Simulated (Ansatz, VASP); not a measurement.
## Two plane-wave programs on CuO

```
Cu O
1.0
     2.33660   -1.73850    0.00000
     2.33660    1.73850    0.00000
    -0.76216    0.00000    5.06194
Cu O
2 2
Direct
  0.00000 0.50000 0.00000
  0.50000 0.00000 0.50000
  0.54830 0.45170 0.25000
  0.45170 0.54830 0.75000
```

Alike in both runs: task single point; functional PBE; k mesh 7 × 7 × 4; occupations fermi-dirac, width 0.03 eV; collinear spin.

```csv
,VASP,Ansatz
version,VASP 6.6.1,Ansatz 0.2.0
potentials or method,"VASP PAW PBE potentials, release 64 (Cu_sv_GW, O), cutoff 820 eV","PAW, plane waves, scalar-relativistic"
valence electrons in the cell,50,50
```

```tsv
	VASP	Ansatz	Ansatz less VASP
pressure (GPa)	6.4	7.1	+0.72
traceless stress, the component that is largest in VASP (GPa)	-2.34	-2.34	+0.002
rms of the force components (eV/Å)	0.070	0.066	-0.0046
net moment per atom (μB)	0.00	0.00	0.000
```

Atom by atom the forces differ by 0.005 eV/Å (rms over components). Ansatz's warnings: seeded moment not kept.
